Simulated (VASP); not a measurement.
Write the native input for VASP 6.6.1 that does the following.

- Task: single point
- Functional: PBE
- Potentials or basis: VASP PAW PBE potentials, release 64 (Se, Mo_sv)
- Cutoff: 520 eV
- k mesh: 3 × 3 × 1
- Occupations: gaussian, width 0.1 eV
- Spin: no spin polarisation
- Dipole correction: no
- Further INCAR settings: LREAL = Auto; ALGO = Normal; EDIFF = 1e-07; NBANDS = 118

The structure of Mo8Se15 (a cell with a defect) lies in POSCAR:

```
Mo8Se15
1.0
    3.2951700000      5.7074000000      0.0000000000
   -3.2951700000      5.7074000000      0.0000000000
    0.0000000000      0.0000000000     12.9281320000
Se Mo
15 8
Direct
    0.1950654362      0.1023048199      0.6352006616
    0.3030629263      0.3942703603      0.1121607515
    0.2051169279      0.1041018057      0.8892654407
    0.3065307024      0.3873398867      0.3675513214
    0.1929911363      0.6141411832      0.6345598885
    0.2979510608      0.8954364712      0.1118972950
    0.1966997444      0.6067380732      0.8890825836
    0.3072455070      0.8982766222      0.3664850421
    0.7027489552      0.1023013304      0.6352019766
    0.6908974638      0.1041037627      0.8892665236
    0.8010537819      0.3982888259      0.3678608015
    0.6997425450      0.6006420434      0.6356140237
    0.8070168053      0.8954343984      0.1118948198
    0.7171111346      0.5659708292      0.9260443040
    0.7948771928      0.8982785348      0.3664842686
    0.1264508227      0.2331011624      0.2393460246
    0.3627670483      0.2745858619      0.7599318293
    0.1367926562      0.7268144153      0.2406039016
    0.3754929062      0.7657701908      0.7661479632
    0.6408475410      0.2331001410      0.2393440135
    0.8630203035      0.2740801275      0.7670925699
    0.6396263110      0.7211498743      0.2376095789
    0.8588670769      0.7657677831      0.7661506705
```

One way to write it, as run:

INCAR

```
SYSTEM = Mo8Se15
ALGO     = Normal         ! electronic algorithm
EDIFF    = 1E-7           ! SCF threshold, eV
ENCUT    = 520            ! plane-wave cutoff, eV
GGA      = PE             ! functional
ISIF     = 2              ! what is computed and relaxed
ISMEAR   = 0              ! smearing method
LASPH    = .True.         ! aspherical terms in the spheres
LCHARG   = .False.        ! write CHGCAR
LREAL    = Auto         
LWAVE    = .False.        ! write WAVECAR
NBANDS   = 118            ! bands
NELM     = 80             ! most SCF steps
PREC     = Accurate       ! precision mode
SIGMA    = 0.1            ! smearing width, eV
```

KPOINTS

```
k-points
0
Gamma
  3 3 1
  0 0 0
```

Potentials or basis: VASP PAW PBE potentials, release 64 (Se, Mo_sv).

Launch:

```console
$ cat potpaw_PBE.64/Se/POTCAR potpaw_PBE.64/Mo_sv/POTCAR > POTCAR
$ mpirun -np 1 vasp_std > vasp.out
```

It gave:

```yaml
Pressure: 1.3 GPa
Largest_force: 2.788 eV/Å
Band_gap_on_the_k_mesh: 0.18 eV
```

Caveat: the k points lie up to 0.49 Å⁻¹ apart; semilocal functionals underestimate gaps, and a narrow one can read as zero.

It took 13 min on 1 thread of Oxide Virtual Turin-like Processor (shared host), peak memory 0.57 GiB.
